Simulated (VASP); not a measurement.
# Ti2HC (R-3m) in VASP: single point with LDA

Aim: the single point of Ti2HC with LDA.

Program: VASP 6.6.1. These are calculated values, not measurements. Logs are shortened: lines on timing, memory, paths and dates and some standing lists are left out, and cuts for length are marked.

## 1. The cell of the first run

Symmetry: R-3m, No. 166, trigonal system. The conventional cell has a = 3.291 Å, b = 3.291 Å, c = 15.286 Å, α = 90.00°, β = 90.00°, γ = 120.00°. Ti (site symmetry 3m) has 3 C at 2.24 Å and 3 H at 2.34 Å and 3 Ti at 3.03 Å within 3.1 Å. Within 3.3 Å of H (site symmetry -3m) lie 6 Ti at 2.34 Å and 6 C at 3.18 Å and 6 H at 3.29 Å. C (site symmetry -3m) has 6 Ti at 2.24 Å within 3.0 Å.

## 2. Single point, LDA

INCAR

```
SYSTEM = Ti2HC
PREC = Accurate ; ENCUT = 520
EDIFF = 1E-6 ; ISMEAR = 0
SIGMA = 0.05 ; LREAL = .FALSE.
LASPH = .TRUE. ; NELM = 80
ALGO = Normal ; ISIF = 2
LWAVE = .FALSE. ; LCHARG = .FALSE.
GGA = CA ; NBANDS = 22
```

KPOINTS

```
regular mesh
0
G
  12 12 12
  0 0 0
```

POSCAR

```
Ti2HC
1.0
   -1.6452927404      2.8497306198      0.0000000000
   -3.2905854809      0.0000000000      0.0000000000
   -1.6452927404      0.9499102066      5.0953206486
Ti H C
2 1 1
Direct
    0.2439459500      0.2439459500      0.2681621500
    0.7560540500      0.7560540500      0.7318378500
    0.0000000000      0.0000000000      0.0000000000
    0.5000000000      0.5000000000      0.5000000000
```

Potentials or basis: VASP PAW LDA potentials, release 64 (Ti_sv, H, C).

Launch:

```bash
$ cat potpaw_LDA.64/Ti_sv/POTCAR potpaw_LDA.64/H/POTCAR potpaw_LDA.64/C/POTCAR > POTCAR
$ mpirun -np 1 vasp_std > vasp.out
```

OUTCAR:

```text
SYSTEM = Ti2HC
   PREC = Accurate
   ENCUT = 520
   EDIFF = 1E-6
   ISMEAR = 0
   LREAL = .FALSE.
   LASPH = .TRUE.
   NELM = 80
   ISIF = 2
   GGA = CA

 ion  position               nearest neighbor table
   1  0.244  0.244  0.268-   4 2.24   4 2.24   4 2.24
   2  0.756  0.756  0.732-   4 2.24   4 2.24   4 2.24
   3  0.000  0.000  0.000-
   4  0.500  0.500  0.500-   1 2.24   2 2.24   1 2.24   2 2.24   2 2.24   1 2.24

  LATTYP: Found a trigonal (rhomboedric) cell.
 ALAT       =     5.4379784952
 COS(alpha) =     0.8169197963

  Lattice vectors:

 A1 = (   0.0000000000,  -1.8998204132,   5.0953206486)
 A2 = (   1.6452927405,   0.9499102066,   5.0953206486)
 A3 = (  -1.6452927404,   0.9499102066,   5.0953206486)

Analysis of symmetry for initial positions (statically):
=====================================================================
 Subroutine PRICEL returns:
 Original cell was already a primitive cell.

 Routine SETGRP: Setting up the symmetry group for a
 trigonal (rhombohedral) supercell.

 Subroutine GETGRP returns: Found 12 space group operations
 (whereof 12 operations were pure point group operations)
 out of a pool of 12 trial point group operations.

The static configuration has the point symmetry D_3d.

Analysis of symmetry for dynamics (positions and initial velocities):
=====================================================================
 Subroutine PRICEL returns:
 Original cell was already a primitive cell.

 Routine SETGRP: Setting up the symmetry group for a
 trigonal (rhombohedral) supercell.

 Subroutine GETGRP returns: Found 12 space group operations
 (whereof 12 operations were pure point group operations)
 out of a pool of 12 trial point group operations.

The dynamic configuration has the point symmetry D_3d.

 Subroutine INISYM returns: Found 12 space group operations
 (whereof 12 operations are pure point group operations),
 and found     1 'primitive' translations

----------------------------------------------------------------------------------------

                                     Primitive cell

  volume of cell :      47.7803

  direct lattice vectors                    reciprocal lattice vectors
    -1.645292740  2.849730620  0.000000000     0.000000000  0.350910361 -0.065419501
    -3.290585481  0.000000000  0.000000000    -0.303897287 -0.175455180 -0.065419501
    -1.645292740  0.949910207  5.095320649     0.000000000  0.000000000  0.196258502

  length of vectors
     3.290585481  3.290585481  5.437978495     0.356956289  0.356956289  0.196258502
[... 86 lines left out ...]
   LREAL  =      F    real-space projection
   EDIFFG = 0.1E-04   stopping-criterion for IOM
   NSW    =      0    number of steps for IOM
   IBRION =     -1    ionic relax: 0-MD 1-quasi-New 2-CG
   NFREE  =      0    steps in history (QN), initial steepest desc. (CG)
   ISIF   =      2    stress and relaxation
   ISYM   =      2    0-nonsym 1-usesym 2-fastsym
   POTIM  = 0.5000    time-step for ionic-motion
   TEBEG  =    0.0;   TEEND  =   0.0 temperature during run
   PSTRESS=    0.0 pullay stress
   NELECT =      29.0000    total number of electrons
   NUPDOWN=      -1.0000    fix difference up-down
   EMIN   =  10.00;   EMAX   =-10.00  energy-range for DOS
   EFERMI =   0.00;   METHOD = LEGACY
   ISMEAR =     0;   SIGMA  =   0.05  broadening in eV -4-tet -1-fermi 0-gaus
   EFERMI_NEDOS =   21; number of points for ismear=-14 and -15
   IALGO  =     38    algorithm
   IMIX   =      4    mixing-type and parameters
     AMIX     =   0.40;   BMIX     =  1.00
     AMIX_MAG =   1.60;   BMIX_MAG =  1.00
  volume/ion in A,a.u.               =      11.95        80.61
  Fermi-wavevector in a.u.,A,eV,Ry     =   1.386090  2.619330 26.140120  1.921245
  Thomas-Fermi vector in A             =   2.510438
   LORBIT       =      0    0 simple, 1 ext, 2 COOP (PROOUT), +10 PAW based schemes
   GGA     = CA    functional components
   LHFCALC =     F    Hartree Fock is set to
   AEXX    =    0.0000 exact exchange contribution
   IVDW    =     0    specifies the selected vdW correction
   LEPSILON=     F    determine dielectric tensor
   LRPA    =     F    only Hartree local field effects (RPA)
 non-spin polarized calculation
 Gauss-broadening in eV      SIGMA  =   0.05
  energy-cutoff  :      520.00
  volume of cell :       47.78
 maximum number of plane-waves:      1302
   NGX = 13   NGY = 13   NGZ = 21

 number of electron      28.9999998 magnetization

 Free energy of the ion-electron system (eV)
  ---------------------------------------------------
  ext. energy  EPLUGINS =         0.00000000
  ---------------------------------------------------
  free energy    TOTEN  =       -32.74221903 eV

  energy without entropy =      -32.73802547  energy(sigma->0) =      -32.74012225

 E-fermi :   6.8461     XC(G=0): -11.5108

 val. band max:        6.8452824423   @ k =  -0.4167   0.2500  -0.0000
 cond. band min:       6.8487690741   @ k =  -0.2500  -0.3333   0.1667
 fundamental gap:      0.0034866318
 Fermi energy:         6.8460657828

 k-point     1 :       0.0000    0.0000    0.0000
  band No.  band energies     occupation
      1     -49.6026      2.00000
      2     -49.5502      2.00000
      3     -26.3968      2.00000
      4     -26.1297      2.00000
      5     -26.1297      2.00000
      6     -26.0805      2.00000
[... 589 lines left out ...]
     21      10.1340      0.00000
     22      10.8785      0.00000

 [... further k-points ...]

------------------------ aborting loop because EDIFF is reached ----------------------------------------

  FORCE on cell =-STRESS in cart. coord.  units (eV):
  Direction    XX          YY          ZZ          XY          YZ          ZX
  --------------------------------------------------------------------------------------
  -------------------------------------------------------------------------------------
  Total       -9.7087289     -9.7087289     -9.0593824     -0.0000000      0.0000000     -0.0000000
  in kB     -325.5550619   -325.5550619   -303.7810441     -0.0000000      0.0000000     -0.0000000
  external PRESSURE =    -318.2970560 kB  Pullay stress =       0.0000000 kB

 VOLUME and BASIS-vectors are now :
 -----------------------------------------------------------------------------
  energy-cutoff  :      520.00
  volume of cell :       47.78
      direct lattice vectors                 reciprocal lattice vectors
    -1.645292740  2.849730620  0.000000000     0.000000000  0.350910361 -0.065419501
    -3.290585481  0.000000000  0.000000000    -0.303897287 -0.175455180 -0.065419501
    -1.645292740  0.949910207  5.095320649     0.000000000  0.000000000  0.196258502

 POSITION                                       TOTAL-FORCE (eV/Angst)
 -----------------------------------------------------------------------------------
     -1.64529      0.94991      1.36637         0.000000      0.000000      1.658838
     -4.93588      2.84973      3.72895        -0.000000     -0.000000     -1.658838
      0.00000      0.00000      0.00000        -0.000000     -0.000000      0.000000
     -3.29059      1.89982      2.54766        -0.000000      0.000000      0.000000
 -----------------------------------------------------------------------------------
    total drift:                                0.000000      0.000000      0.000000

  FREE ENERGIE OF THE ION-ELECTRON SYSTEM (eV)
  ---------------------------------------------------
  free  energy   TOTEN  =       -32.7422190286 eV

  energy  without entropy=      -32.7380254727  energy(sigma->0) =      -32.74012225
```

OSZICAR:

```text
N       E                     dE             d eps       ncg     rms          rms(c)
DAV:   1     0.306665815527E+03    0.30667E+03   -0.14223E+04  8324   0.149E+03
DAV:   2    -0.239310196503E+01   -0.30906E+03   -0.29925E+03  8558   0.451E+02
DAV:   3    -0.382389360287E+02   -0.35846E+02   -0.35204E+02 14006   0.130E+02
DAV:   4    -0.407466924293E+02   -0.25078E+01   -0.24962E+01 11112   0.330E+01
DAV:   5    -0.408949418751E+02   -0.14825E+00   -0.14822E+00 11736   0.630E+00    0.183E+01
DAV:   6    -0.335161976746E+02    0.73787E+01   -0.59914E+01 10930   0.563E+01    0.641E+00
DAV:   7    -0.328223694843E+02    0.69383E+00   -0.53500E+00 11534   0.186E+01    0.312E+00
DAV:   8    -0.327450776614E+02    0.77292E-01   -0.64983E-01 10422   0.569E+00    0.866E-01
DAV:   9    -0.327420060267E+02    0.30716E-02   -0.69225E-02 10114   0.275E+00    0.634E-01
DAV:  10    -0.327422771721E+02   -0.27115E-03   -0.12105E-02 11062   0.874E-01    0.103E-01
DAV:  11    -0.327422040623E+02    0.73110E-04   -0.12688E-03 12686   0.254E-01    0.577E-02
DAV:  12    -0.327422184284E+02   -0.14366E-04   -0.97302E-05 11866   0.852E-02    0.230E-02
DAV:  13    -0.327422203629E+02   -0.19344E-05   -0.24941E-05 13268   0.523E-02    0.115E-02
DAV:  14    -0.327422191845E+02    0.11784E-05   -0.79318E-06  9890   0.198E-02    0.417E-03
DAV:  15    -0.327422190286E+02    0.15588E-06   -0.15680E-06  7434   0.973E-03
   1 F= -.32742219E+02 E0= -.32740122E+02  d E =-.419356E-02
```

Wall time 56 s (1 thread of Intel Xeon 6975P-C (Granite Rapids), shared host); peak memory 0.28 GiB.

What came out:

```yaml
Free_energy: -32.7422 eV
Pressure: -31.8 GPa
Largest_force: 1.659 eV/Å
Band_gap_on_the_k_mesh: zero (an odd number of electrons rules out a gap without spin polarisation)
```

Forces in eV/Å, atoms in the order of the input:
```
Ti   0.000  0.000  1.659
Ti   0.000  0.000 -1.659
H    0.000  0.000  0.000
C    0.000  0.000  0.000
```

Stress tensor (GPa, compression positive):
```
-32.56   0.00   0.00
  0.00 -32.56   0.00
  0.00   0.00 -30.38
```

Levels at points of the mesh, in eV from the Fermi level:
```
           k point  band 11  band 12  band 13  band 14  band 15  band 16  band 17  band 18  band 19  band 20
(0.00, 0.00, 0.00)    -4.38    -2.34    -2.34     0.24     0.24     0.77     1.38     1.38     2.28     2.28
(0.50, 0.00, 0.00)    -3.68    -2.65    -2.23    -1.27    -0.42     1.18     1.81     2.05     2.29     2.41
(0.50, 0.50, 0.00)    -4.57    -2.62    -2.35    -1.39     0.15     1.74     2.08     2.14     2.51     2.62
(0.00, 0.00, 0.50)    -2.27    -2.20    -2.20     0.09     0.51     0.51     1.20     1.20     1.56     1.56
```

Caveat: the cell stands under tension; forces of over 1 eV/Å act on the atoms, so gaps and moduli don't describe the material at rest.
